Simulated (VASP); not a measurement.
Runs of VASP 6.6.1 on I. The structure is that of space group I4/mmm (No. 139), or close to it. The cells are those of the table. 

```csv
level,potentials or basis,cell,gap on the mesh (eV),pressure (GPa)
BLYP+D4,"VASP PAW PBE potentials, release 64 (I)","a = 4.303, b = 4.302, c = 3.250 Å, angles 67.8, 67.8, 44.4°, 1 atom",none,0.1
PBEsol,"VASP PAW PBE potentials, release 64 (I)","a = 3.706, b = 3.705, c = 3.043 Å, angles 65.8, 65.7, 48.5°, 1 atom",none,10.0
PBEsol,"VASP PAW PBE potentials, release 64 (I)","a = 3.874, b = 3.873, c = 3.094 Å, angles 66.5, 66.4, 47.1°, 1 atom",none,5.0
LDA,"VASP PAW LDA potentials, release 64 (I)","a = 4.204, b = 4.168, c = 3.149 Å, angles 68.5, 67.3, 44.2°, 1 atom",none,0.0
RPBE,"VASP PAW PBE potentials, release 64 (I)","a = 6.052, b = 6.052, c = 3.281 Å, angles 74.3, 74.3, 31.5°, 1 atom",none,0.0
BLYP+D3(BJ),"VASP PAW PBE potentials, release 64 (I)","a = 4.250, b = 4.244, c = 3.239 Å, angles 67.7, 67.5, 44.8°, 1 atom",none,0.1
PBEsol,"VASP PAW PBE potentials, release 64 (I)","a = 3.496, b = 3.496, c = 2.981 Å, angles 64.8, 64.8, 50.5°, 1 atom",none,20.0
PBEsol,"VASP PAW PBE potentials, release 64 (I)","a = 4.054, b = 4.051, c = 3.136 Å, angles 67.3, 67.2, 45.5°, 1 atom",none,(a)
```

Alike in all rows: task single point; no spin polarisation; k mesh 9 × 9 × 9; cutoff (eV) 520; smearing fermi-dirac 0.05 eV.

Task: Estimate the missing entries.

Result: (a) 2.0.

Caveats: spin-orbit coupling is left out, which moves the levels of the heavy elements; an odd number of electrons without spin polarisation forces a metal; a magnetic or distorted state may lie lower; the PAW data sets were made with another functional, which shifts forces and pressure a little (at least some runs); the cell stands under pressure (at least some runs).

A k mesh can miss the band edges, and the runs leave out spin-orbit coupling on I.

A gap of «none» marks levels without a gap at the run's occupations.
